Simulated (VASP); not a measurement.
# Sb5Se (P-3m1) in VASP: relaxation of cell and atoms with PBE

Aim: the relaxation of cell and atoms of Sb5Se with PBE.

Everything below comes from runs of VASP 6.6.1. Logs are shortened: lines on timing, memory, paths and dates and some standing lists are left out, and cuts for length are marked.

### 1 The cell of the first run

It takes space group P-3m1 (No. 164, trigonal). The conventional cell has a = 6.377 Å, b = 6.377 Å, c = 5.496 Å, α = 90.00°, β = 90.00°, γ = 120.00°. Within 3.4 Å of Sb (site symmetry 2/m) lie 6 Sb at 2.60 to 3.19 Å and 2 Se at 3.19 Å. Sb (site symmetry 3m) has 3 Sb at 2.60 Å within 3.4 Å. Se (site symmetry -3m) has 12 Sb at 3.19 to 4.11 Å within 4.2 Å.

The cell was generated, and may not be a known phase.

### 2 Relaxation of cell and atoms, PBE

INCAR reads:

```
SYSTEM = Sb5Se
PREC = Accurate
ENCUT = 600
EDIFF = 1E-7
ISMEAR = 0
SIGMA = 0.1
LREAL = .False.
LASPH = .True.
NELM = 100
ALGO = Normal
ISIF = 3
LWAVE = .False.
LCHARG = .False.
GGA = PE
IBRION = 2
NSW = 90
EDIFFG = -0.04
```

KPOINTS reads:

```
Automatic mesh
0
Gamma
  3 3 4
  0 0 0
```

POSCAR reads:

```
Sb5Se
1.0
    6.3765628200      0.0000000000      0.0000000000
   -3.1882814100      5.5222653900      0.0000000000
    0.0000000000      0.0000000000      5.4964108000
Sb Se
5 1
Direct
    0.5000000000      0.0000000000      0.5000000000
    0.0000000000      0.5000000000      0.5000000000
    0.5000000000      0.5000000000      0.5000000000
    0.3333333300      0.6666666700      0.8337716900
    0.6666666700      0.3333333300      0.1662283100
    0.0000000000      0.0000000000      0.5000000000
```

Potentials or basis: VASP PAW PBE potentials, release 64 (Sb, Se).

On the command line:

```
cat potpaw_PBE.64/Sb/POTCAR potpaw_PBE.64/Se/POTCAR > POTCAR
mpirun -np 1 vasp_std > vasp.out
```

OUTCAR:

```text
SYSTEM = Sb5Se
   PREC = Accurate
   ENCUT = 600
   EDIFF = 1E-7
   ISMEAR = 0
   LREAL = .False.
   LASPH = .True.
   NELM = 100
   ISIF = 3
   GGA = PE
   IBRION = 2
   NSW = 90
   EDIFFG = -0.04

 ion  position               nearest neighbor table
   1  0.500  0.000  0.500-   4 2.60   5 2.60   2 3.19   3 3.19   3 3.19   2 3.19   6 3.19   6 3.19

   2  0.000  0.500  0.500-   4 2.60   5 2.60   1 3.19   6 3.19   6 3.19   1 3.19   3 3.19   3 3.19

   3  0.500  0.500  0.500-   4 2.60   5 2.60   1 3.19   6 3.19   1 3.19   6 3.19   2 3.19   2 3.19

   4  0.333  0.667  0.834-   1 2.60   2 2.60   3 2.60
   5  0.667  0.333  0.166-   1 2.60   2 2.60   3 2.60
   6  0.000  0.000  0.500-   2 3.19   3 3.19   2 3.19   3 3.19   1 3.19   1 3.19

  LATTYP: Found a hexagonal cell.
 ALAT       =     6.3765628200
 C/A-ratio  =     0.8619707757

  Lattice vectors:

 A1 = (   6.3765628200,   0.0000000000,   0.0000000000)
 A2 = (  -3.1882814100,   5.5222653900,   0.0000000000)
 A3 = (   0.0000000000,   0.0000000000,   5.4964108000)

Analysis of symmetry for initial positions (statically):
=====================================================================
 Subroutine PRICEL returns:
 Original cell was already a primitive cell.

 Routine SETGRP: Setting up the symmetry group for a
 hexagonal supercell.

 Subroutine GETGRP returns: Found 12 space group operations
 (whereof 12 operations were pure point group operations)
 out of a pool of 24 trial point group operations.

The static configuration has the point symmetry D_3d.

Analysis of symmetry for dynamics (positions and initial velocities):
=====================================================================
 Subroutine PRICEL returns:
 Original cell was already a primitive cell.

 Routine SETGRP: Setting up the symmetry group for a
 hexagonal supercell.

 Subroutine GETGRP returns: Found 12 space group operations
 (whereof 12 operations were pure point group operations)
 out of a pool of 24 trial point group operations.

The dynamic configuration has the point symmetry D_3d.

 Subroutine INISYM returns: Found 12 space group operations
 (whereof 12 operations are pure point group operations),
 and found     1 'primitive' translations

----------------------------------------------------------------------------------------

                                     Primitive cell

  volume of cell :     193.5455

  direct lattice vectors                    reciprocal lattice vectors
     6.376562820  0.000000000  0.000000000     0.156824300  0.090542552  0.000000000
[... 96 lines left out ...]
   IALGO  =     38    algorithm
   IMIX   =      4    mixing-type and parameters
     AMIX     =   0.40;   BMIX     =  1.00
     AMIX_MAG =   1.60;   BMIX_MAG =  1.00
  volume/ion in A,a.u.               =      32.26       217.68
  Fermi-wavevector in a.u.,A,eV,Ry     =   0.889067  1.680093 10.754585  0.790440
  Thomas-Fermi vector in A             =   2.010579
   LORBIT       =      0    0 simple, 1 ext, 2 COOP (PROOUT), +10 PAW based schemes
   GGA     = PE    functional components
   LHFCALC =     F    Hartree Fock is set to
   AEXX    =    0.0000 exact exchange contribution
   IVDW    =     0    specifies the selected vdW correction
   LEPSILON=     F    determine dielectric tensor
   LRPA    =     F    only Hartree local field effects (RPA)
 conjugate gradient relaxation of ions
 non-spin polarized calculation
 Gauss-broadening in eV      SIGMA  =   0.10
  energy-cutoff  :      600.00
  volume of cell :      193.55
 maximum number of plane-waves:      6474
 NGX is ok and might be reduce to    54
   NGX = 25   NGY = 25   NGZ = 21

--------------------------------------- Ionic step        1  -------------------------------------------

 number of electron      31.0000001 magnetization

 Free energy of the ion-electron system (eV)
  ---------------------------------------------------
  ext. energy  EPLUGINS =         0.00000000
  ---------------------------------------------------
  free energy    TOTEN  =       -17.98725573 eV

  energy without entropy =      -17.96401252  energy(sigma->0) =      -17.97563412

------------------------ aborting loop because EDIFF is reached ----------------------------------------

  FORCE on cell =-STRESS in cart. coord.  units (eV):
  Direction    XX          YY          ZZ          XY          YZ          ZX
  --------------------------------------------------------------------------------------
  -------------------------------------------------------------------------------------
  Total       12.6943094     12.6943094     22.7787228      0.0000000      0.0000000      0.0000000
  in kB      105.0839915    105.0839914    188.5631614      0.0000000      0.0000000      0.0000000
  external PRESSURE =     132.9103815 kB  Pullay stress =       0.0000000 kB
[... 101 lines left out ...]
  FREE ENERGIE OF THE ION-ELECTRON SYSTEM (eV)
  ---------------------------------------------------
  free  energy   TOTEN  =       -20.8035523284 eV

  energy  without entropy=      -20.7574092708  energy(sigma->0) =      -20.78048080

 E-fermi :   4.7970     XC(G=0):  -8.7425

 val. band max:        4.7721814813   @ k =   0.3333   0.0000   0.2500
 cond. band min:       4.8736742273   @ k =   0.0000   0.0000   0.2500
 fundamental gap:      0.1014927461
 Fermi energy:         4.7970190247

 k-point     1 :       0.0000    0.0000    0.0000
  band No.  band energies     occupation
      1      -8.0784      2.00000
      2      -5.9947      2.00000
      3      -3.7766      2.00000
      4      -3.3758      2.00000
      5      -3.1479      2.00000
      6      -3.1479      2.00000
[... 197 lines left out ...]
      6      -2.9289      2.00000
[... 11 lines left out ...]
     18       6.2276      0.00000
     19       6.2276      0.00000

[... ionic steps 4 to 26 ...]

--------------------------------------- Ionic step       27  -------------------------------------------

 number of electron      31.0000000 magnetization

------------------------ aborting loop because EDIFF is reached ----------------------------------------
[... 75 lines left out ...]
--------------------------------------- Ionic step       29  -------------------------------------------

 number of electron      31.0000000 magnetization

 Free energy of the ion-electron system (eV)
  ---------------------------------------------------
  ext. energy  EPLUGINS =         0.00000000
  ---------------------------------------------------
  free energy    TOTEN  =       -22.23175451 eV

  energy without entropy =      -22.20676043  energy(sigma->0) =      -22.21925747

 E-fermi :   5.5664     XC(G=0):  -9.1500

 val. band max:        5.5314565786   @ k =   0.0000   0.0000   0.5000
 cond. band min:       5.5770796705   @ k =   0.3333   0.0000   0.5000
 fundamental gap:      0.0456230919
 Fermi energy:         5.5664253095

 k-point     1 :       0.0000    0.0000    0.0000
  band No.  band energies     occupation
      1      -7.3711      2.00000
      2      -5.5032      2.00000
      3      -3.1578      2.00000
      4      -2.5730      2.00000
      5      -2.5730      2.00000
      6      -1.9850      2.00000
[... 242 lines left out ...]
  FREE ENERGIE OF THE ION-ELECTRON SYSTEM (eV)
  ---------------------------------------------------
  free  energy   TOTEN  =       -22.2317545073 eV

  energy  without entropy=      -22.2067604265  energy(sigma->0) =      -22.21925747

 reached required accuracy - stopping structural energy minimisation
```

It took 26 min on 1 thread of AMD EPYC 7R43 (Zen 3), shared host; peak memory 0.37 GiB.

Results:

| Item | Value |
| --- | --- |
| Free energy | -22.2318 eV |
| Relaxed volume | 31.31 Å³/atom |
| Relaxed cell | a = 6.367 Å, b = 6.367 Å, c = 5.350 Å, α = 90.00°, β = 90.00°, γ = 120.00° |
| Space group after relaxing (to 0.1 Å) | P6/mmm (No. 191) |
| Energy gained by relaxing | 707.4 meV/atom |
| Ionic steps | 29 |
| Pressure after relaxing | 0.0 GPa |
| Largest force after relaxing | 0.033 eV/Å |
| Band gap on the k mesh | zero (an odd number of electrons rules out a gap without spin polarisation) |

Forces on the atoms (eV/Å):
```
Sb   0.000  0.000  0.000
Sb   0.000  0.000  0.000
Sb   0.000  0.000  0.000
Sb   0.000  0.000  0.033
Sb   0.000  0.000 -0.033
Se   0.000  0.000  0.000
```

The path:
```tsv
step	energy change (eV)	largest force (eV/Å)	pressure (GPa)	volume (Å³)
1	0.0000	6.9331	13.29	193.55
2	-1.7976	0.5783	-6.16	278.12
3	-2.8163	1.0829	-2.47	238.60
4	-2.8197	1.1788	-2.24	237.16
5	-2.8201	1.2429	-2.08	236.22
6	-3.3207	0.9923	-1.55	224.78
7	-3.5764	0.6584	-0.33	213.74
8	-3.5893	0.5698	0.24	210.35
9	-3.6426	0.3949	-0.31	210.51
10	-3.7290	0.0180	-1.64	210.90
11	-3.7395	0.0903	-2.06	211.02
12	-3.7638	0.0855	-1.94	209.46
13	-3.8293	0.0652	-1.49	204.81
14	-3.9717	0.1206	-0.37	195.58
15	-4.1445	0.1211	3.10	177.47
16	-4.1392	0.2836	1.14	185.29
17	-4.1672	0.2292	1.97	181.48
18	-4.1868	0.1019	2.29	179.85
19	-4.1879	0.1279	2.22	180.15
20	-4.2168	0.1123	1.47	182.55
21	-4.2386	0.0709	-0.49	189.82
22	-4.2417	0.0807	-0.02	187.96
23	-4.2417	0.0816	0.02	187.80
24	-4.2421	0.0791	0.01	187.84
25	-4.2429	0.0711	-0.01	187.95
26	-4.2422	0.0530	-0.05	188.17
27	-4.2430	0.0664	-0.02	188.01
28	-4.2434	0.0583	-0.02	187.97
29	-4.2445	0.0330	0.00	187.86
```

Final structure:
```
Sb Se
1.0
     6.36744    0.00000    0.00000
    -3.18372    5.51436    0.00000
     0.00000    0.00000    5.35034
Sb Se
5 1
Direct
  0.50000 0.00000 0.50000
  0.00000 0.50000 0.50000
  0.50000 0.50000 0.50000
  0.33333 0.66667 0.99757
  0.66667 0.33333 0.00243
  0.00000 0.00000 0.50000
```

Caveat: the k points lie up to 0.38 Å⁻¹ apart in the final cell, too coarse for converged energies and pressures of a metal; spin-orbit coupling is left out, which moves the levels of the heavy elements.

The gap in the log of VASP goes by the Fermi energy; the results here count the filled bands.